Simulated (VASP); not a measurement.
# ZnS (P6_3mc) in VASP: notebook, part 2 of 2

VASP 6.6.1.

### Step 3. Relaxation of cell and atoms, r2SCAN, target pressure 20 GPa, at which the enthalpy is minimised

This run uses another cell than the first one, of 16.36 Å³/atom, 0.836 times its volume.

POSCAR reads:

```
ZnS
1.0
    3.5794925859      0.0000000000      0.0000000000
   -1.7897462929      3.0999315120      0.0000000000
    0.0000000000      0.0000000000      5.8986716446
Zn S
2 2
Direct
    0.3333333333      0.6666666667      0.0010844314
    0.6666666667      0.3333333333      0.5010844314
    0.3333333333      0.6666666667      0.3739155686
    0.6666666667      0.3333333333      0.8739155686
```

INCAR.step1 reads:

```
PREC = Accurate
ENCUT = 600
ISMEAR = 0
SIGMA = 0.02
LREAL = F
LASPH = T
NELM = 60
GGA = PE
ALGO = Normal
EDIFF = 1E-4
LWAVE = T
LCHARG = F
```

INCAR.step2 reads:

```
PREC = Accurate
ENCUT = 600
EDIFF = 1E-7
ISMEAR = 0
SIGMA = 0.02
LREAL = F
LASPH = T
NELM = 60
ALGO = Normal
ISIF = 3
LWAVE = F
LCHARG = F
METAGGA = R2SCAN
LMIXTAU = T
IBRION = 2
NSW = 70
EDIFFG = -0.008
PSTRESS = 200.0
ISTART = 1
```

KPOINTS reads:

```
Automatic mesh
0
Gamma
  6 6 4
```

Potentials or basis: VASP PAW PBE potentials, release 64 (Zn, S).

The run is started by

```console
$ cat potpaw_PBE.64/Zn/POTCAR potpaw_PBE.64/S/POTCAR > POTCAR
$ cp INCAR.step1 INCAR
$ mpirun -np 1 vasp_std > vasp.out
$ cp INCAR.step2 INCAR
$ mpirun -np 1 vasp_std > vasp.out
```

Run time: 8.2 min. Hardware: 1 thread of AMD EPYC 9R45 (Zen 5), shared host; peak memory 0.2 GiB.

Results (log left out):

```
Free energy                                            : -37.0541 eV
Relaxed volume                                         : 16.46 Å³/atom
Relaxed cell                                           : a = 3.580 Å, b = 3.580 Å, c = 5.931 Å, α = 90.00°, β = 90.00°, γ = 120.00°
Space group after relaxing (to 0.05 Å)                 : P6_3mc (No. 186)
Energy change on relaxing (the enthalpy is what falls) : -12.3 meV/atom
Ionic steps                                            : 6
Pressure after relaxing                                : 20.0 GPa
Band gap on the k mesh                                 : 3.62 eV, direct
```

Stress tensor (GPa, compression positive):
```
19.94  0.00  0.00
 0.00 19.94  0.00
 0.00  0.00 20.06
```

The path:
```tsv
step	energy change (eV)	largest force (eV/Å)	pressure (GPa)	volume (Å³)
1	0.0000	0.0358	20.94	65.45
2	-0.1129	0.0152	18.75	66.36
3	-0.0486	0.0271	20.02	65.83
4	-0.0519	0.0264	19.95	65.86
5	-0.0513	0.0202	19.95	65.85
6	-0.0492	0.0002	19.98	65.83
```

Final structure:
```yaml
crystal:
  lattice:
    - [3.58015, 0.00000, 0.00000]
    - [-1.79007, 3.10050, 0.00000]
    - [0.00000, 0.00000, 5.93078]
  atoms:
    - { symbol: Zn, position: [0.33333, 0.66667, 0.00203] }
    - { symbol: Zn, position: [0.66667, 0.33333, 0.50203] }
    - { symbol: S, position: [0.33333, 0.66667, 0.37297] }
    - { symbol: S, position: [0.66667, 0.33333, 0.87297] }
```

Levels at points of the mesh, in eV from the valence-band top:
```tsv
k point	band 14	band 15	band 16	band 17	band 18	band 19	band 20	band 21	band 22
(0.00, 0.00, 0.00)	-1.21	-1.21	-0.18	0.00	0.00	3.62	4.00	6.62	6.62
(0.50, 0.00, 0.00)	-4.98	-4.32	-3.02	-2.37	-1.19	3.82	5.09	5.22	7.12
(0.00, 0.00, 0.50)	-3.45	-0.64	-0.64	-0.64	-0.64	4.61	4.61	7.12	7.12
(0.50, 0.00, 0.50)	-5.87	-2.25	-2.25	-2.18	-2.18	3.85	3.85	5.44	5.44
```

Caveat: the cell is relaxed towards a set pressure, so the enthalpy falls and the energy may rise; the PAW data sets were made with another functional, which shifts forces and pressure a little. r2SCAN opens gaps a little over a GGA but as a rule still falls short of measured ones.

### Step 4. Relaxation of cell and atoms, r2SCAN, target pressure 10 GPa, at which the enthalpy is minimised

This run uses another cell than the first one, of 17.63 Å³/atom, 0.901 times its volume.

POSCAR reads:

```
ZnS
1.0
    3.6730524540      0.0000000000      0.0000000000
   -1.8365262270      3.1809567346      0.0000000000
    0.0000000000      0.0000000000      6.0370554721
Zn S
2 2
Direct
    0.3333333333      0.6666666667      0.0006407327
    0.6666666667      0.3333333333      0.5006407327
    0.3333333333      0.6666666667      0.3743592673
    0.6666666667      0.3333333333      0.8743592673
```

INCAR.step1 reads:

```
PREC = Accurate
ENCUT = 600
ISMEAR = 0
SIGMA = 0.02
LREAL = False
LASPH = True
NELM = 80
GGA = PE
ALGO = Normal
EDIFF = 1E-4
LWAVE = True
LCHARG = False
```

INCAR.step2 reads:

```
PREC = Accurate
ENCUT = 600
EDIFF = 1E-6
ISMEAR = 0
SIGMA = 0.02
LREAL = False
LASPH = True
NELM = 80
ALGO = Normal
ISIF = 3
LWAVE = False
LCHARG = False
METAGGA = R2SCAN
LMIXTAU = True
IBRION = 2
NSW = 70
EDIFFG = -0.008
PSTRESS = 100.0
ISTART = 1
```

KPOINTS is that of step 3.

The run is started by

```console
$ cat potpaw_PBE.64/Zn/POTCAR potpaw_PBE.64/S/POTCAR > POTCAR
$ cp INCAR.step1 INCAR
$ mpirun -np 1 vasp_std > vasp.out
$ cp INCAR.step2 INCAR
$ mpirun -np 1 vasp_std > vasp.out
```

It took 11 min on 1 thread of AMD EPYC 9R45 (Zen 5), shared host; peak memory 0.2 GiB.

Results (log left out):

| Item | Value |
| --- | --- |
| Free energy | -37.5067 eV |
| Relaxed volume | 17.69 Å³/atom |
| Relaxed cell | a = 3.672 Å, b = 3.672 Å, c = 6.059 Å, α = 90.00°, β = 90.00°, γ = 120.00° |
| Space group after relaxing (to 0.05 Å) | P6_3mc (No. 186) |
| Energy change on relaxing (the enthalpy is what falls) | -3.6 meV/atom |
| Ionic steps | 12 |
| Pressure after relaxing | 10.0 GPa |
| Band gap on the k mesh | 3.27 eV, direct |

Step by step:
```csv
step,energy change (eV),largest force (eV/Å),pressure (GPa),volume (Å³)
1,0.0000,0.0356,10.39,70.54
2,-0.0274,0.0108,9.62,70.97
3,-0.0131,0.0239,10.06,70.74
4,-0.0170,0.0204,9.89,70.80
5,-0.0160,0.0214,9.94,70.79
6,-0.0152,0.0121,9.97,70.77
7,-0.0144,0.0030,10.00,70.76
8,-0.0126,0.0158,10.03,70.73
9,-0.0135,0.0061,10.00,70.74
10,-0.0134,0.0075,10.04,70.74
11,-0.0161,0.0096,9.92,70.79
12,-0.0143,0.0016,10.01,70.76
```

Final structure:
```
Zn S
1.0
     3.67226    0.00000    0.00000
    -1.83613    3.18027    0.00000
     0.00000    0.00000    6.05857
Zn S
2 2
Cartesian
  0.0000 2.1202 0.0084
  1.8361 1.0601 3.0377
  0.0000 2.1202 2.2635
  1.8361 1.0601 5.2928
```

Levels at points of the mesh, in eV from the valence-band top:
| k point | band 14 | band 15 | band 16 | band 17 | band 18 | band 19 | band 20 | band 21 | band 22 |
| --- | --- | --- | --- | --- | --- | --- | --- | --- | --- |
| (0.00, 0.00, 0.00) | -1.08 | -1.08 | -0.14 | 0.00 | 0.00 | 3.27 | 3.85 | 6.71 | 6.71 |
| (0.50, 0.00, 0.00) | -4.63 | -3.90 | -2.71 | -2.08 | -1.07 | 3.94 | 5.00 | 5.31 | 7.24 |
| (0.00, 0.00, 0.50) | -3.21 | -0.57 | -0.57 | -0.57 | -0.57 | 4.42 | 4.42 | 7.20 | 7.20 |
| (0.50, 0.00, 0.50) | -5.48 | -2.00 | -2.00 | -1.95 | -1.95 | 3.92 | 3.92 | 5.55 | 5.55 |

Caveat: the cell is relaxed towards a set pressure, so the enthalpy falls and the energy may rise; the PAW data sets were made with another functional, which shifts forces and pressure a little. r2SCAN opens gaps a little over a GGA but as a rule still falls short of measured ones.

### Step 5. Relaxation of cell and atoms, r2SCAN, target pressure 5 GPa, at which the enthalpy is minimised

This run uses another cell than the first one, of 18.48 Å³/atom, 0.945 times its volume.

POSCAR reads:

```
ZnS
1.0
    3.7323491263      0.0000000000      0.0000000000
   -1.8661745631      3.2323091592      0.0000000000
    0.0000000000      0.0000000000      6.1278744220
Zn S
2 2
Direct
    0.3333333333      0.6666666667      0.0004971621
    0.6666666667      0.3333333333      0.5004971621
    0.3333333333      0.6666666667      0.3745028379
    0.6666666667      0.3333333333      0.8745028379
```

INCAR.step1 reads:

```
SYSTEM = ZnS
  PREC = Accurate
  ENCUT = 600
  ISMEAR = 0
  SIGMA = 0.02
  LREAL = .FALSE.
  LASPH = .TRUE.
  NELM = 100
  GGA = PE
  ALGO = Normal
  EDIFF = 1E-4
  LWAVE = .TRUE.
  LCHARG = .FALSE.
```

INCAR.step2 reads:

```
SYSTEM = ZnS
  PREC = Accurate
  ENCUT = 600
  EDIFF = 1E-6
  ISMEAR = 0
  SIGMA = 0.02
  LREAL = .FALSE.
  LASPH = .TRUE.
  NELM = 100
  ALGO = Normal
  ISIF = 3
  LWAVE = .FALSE.
  LCHARG = .FALSE.
  METAGGA = R2SCAN
  LMIXTAU = .TRUE.
  IBRION = 2
  NSW = 70
  EDIFFG = -0.008
  PSTRESS = 50.0
  ISTART = 1
```

KPOINTS reads:

```
Automatic mesh
0
G
  6 6 4
  0 0 0
```

The run is started by

```console
$ cat potpaw_PBE.64/Zn/POTCAR potpaw_PBE.64/S/POTCAR > POTCAR
$ cp INCAR.step1 INCAR
$ mpirun -np 1 vasp_std > vasp.out
$ cp INCAR.step2 INCAR
$ mpirun -np 1 vasp_std > vasp.out
```

Run time: 4.9 min. Hardware: 1 thread of AMD EPYC 9R45 (Zen 5), shared host; peak memory 0.2 GiB.

It converged, with:

| Quantity | Value |
| --- | --- |
| Free energy | -37.6593 eV |
| Relaxed volume | 18.51 Å³/atom |
| Relaxed cell | a = 3.734 Å, b = 3.734 Å, c = 6.132 Å, α = 90.00°, β = 90.00°, γ = 120.00° |
| Space group after relaxing (to 0.05 Å) | P6_3mc (No. 186) |
| Energy change on relaxing (the enthalpy is what falls) | -1.0 meV/atom |
| Ionic steps | 4 |
| Pressure after relaxing | 5.0 GPa |
| Band gap on the k mesh | 3.06 eV, direct |

Forces in eV/Å, atoms in the order of the input:
```
Zn   0.000  0.000  0.003
Zn   0.000  0.000  0.003
S    0.000  0.000 -0.003
S    0.000  0.000 -0.003
```

Step by step:
```
step  energy change (eV)  largest force (eV/Å)  pressure (GPa)  volume (Å³)
   1              0.0000                0.0009            5.19        73.93
   2             -0.0073                0.0039            4.85        74.16
   3             -0.0024                0.0018            5.08        74.00
   4             -0.0041                0.0025            5.03        74.06
```

Final structure:
```yaml
crystal:
  lattice:
    - [3.73428, 0.00000, 0.00000]
    - [-1.86714, 3.23399, 0.00000]
    - [0.00000, 0.00000, 6.13246]
  atoms:
    - { symbol: Zn, position: [0.33333, 0.66667, 0.00050] }
    - { symbol: Zn, position: [0.66667, 0.33333, 0.50050] }
    - { symbol: S, position: [0.33333, 0.66667, 0.37450] }
    - { symbol: S, position: [0.66667, 0.33333, 0.87450] }
```

Levels at points of the mesh, in eV from the valence-band top:
```tsv
k point	band 15	band 16	band 17	band 18	band 19	band 20	band 21	band 22
(0.00, 0.00, 0.00)	-1.01	-0.10	0.00	0.00	3.06	3.73	6.75	6.75
(0.50, 0.00, 0.00)	-3.64	-2.53	-1.90	-1.00	3.99	4.92	5.39	7.32
(0.00, 0.00, 0.50)	-0.53	-0.53	-0.53	-0.53	4.28	4.28	7.22	7.22
(0.50, 0.00, 0.50)	-1.83	-1.83	-1.82	-1.82	3.96	3.96	5.61	5.61
```

Caveat: the cell is relaxed towards a set pressure, so the enthalpy falls and the energy may rise; the PAW data sets were made with another functional, which shifts forces and pressure a little. r2SCAN opens gaps a little over a GGA but as a rule still falls short of measured ones.

### Step 6. The runs side by side

```csv
cell,gap on the mesh (eV),pressure (GPa)
"relaxed from a = 3.806, b = 3.806, c = 6.238 Å, angles 90.0, 90.0, 120.0°, 4 atoms",2.79,0.0
"relaxed to 20 GPa from a = 3.579, b = 3.579, c = 5.899 Å, angles 90.0, 90.0, 120.0°, 4 atoms",3.62,20.0
"relaxed to 10 GPa from a = 3.673, b = 3.673, c = 6.037 Å, angles 90.0, 90.0, 120.0°, 4 atoms",3.27,10.0
"relaxed to 5 GPa from a = 3.732, b = 3.732, c = 6.128 Å, angles 90.0, 90.0, 120.0°, 4 atoms",3.06,5.0
```

Alike in all rows: task relaxation of cell and atoms; level r2SCAN; potentials or basis VASP PAW PBE potentials, release 64 (Zn, S); no spin polarisation; k mesh 6 × 6 × 4; cutoff (eV) 600; smearing gaussian 0.02 eV.

Caveats: the PAW data sets were made with another functional, which shifts forces and pressure a little; the cell is relaxed towards a set pressure, so the enthalpy falls and the energy may rise (some runs).

Absolute energies hang on the potentials; compare differences alone.
